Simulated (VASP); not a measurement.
A run of VASP 6.6.1 is set up as follows.

File INCAR:

```
SYSTEM = Ti
PREC = Accurate ; ENCUT = 520
EDIFF = 1E-7 ; ISMEAR = 0
SIGMA = 0.15 ; LREAL = .False.
LASPH = .True. ; NELM = 60
ALGO = Fast ; ISIF = 2
LWAVE = .False. ; LCHARG = .False.
NBANDS = 12
```

File KPOINTS:

```
regular mesh
0
Gamma
  20 20 20
  0 0 0
```

Contents of POSCAR:

```
Ti
1.0
    0.0000000000      2.1055620664      2.0005340298
    2.0355433753      0.0000000000      2.0005340298
    2.0355433753      2.1055620664      0.0000000000
Ti
1
Direct
    0.0000000000      0.0000000000      0.0000000000
```

Potentials or basis: VASP PAW LDA potentials, release 64 (Ti_sv).

Launch:

```console
$ cat potpaw_LDA.64/Ti_sv/POTCAR > POTCAR
$ mpirun -np 1 vasp_std > vasp.out
```

Task: What does it give for the pressure?

Result: -7.5 GPa.

Task: Predict the band gap on the k mesh.

Result: Zero (band 6 reaches 8.85 eV, above the bottom of band 7 at 7.60 eV).

Stress tensor (GPa, compression positive):
```
-7.28  0.00  0.00
 0.00 -8.34  0.00
 0.00  0.00 -6.74
```

Caveat: the cell differs from its parent crystal (normal strain along x +0.0175, normal strain along y +0.0525).
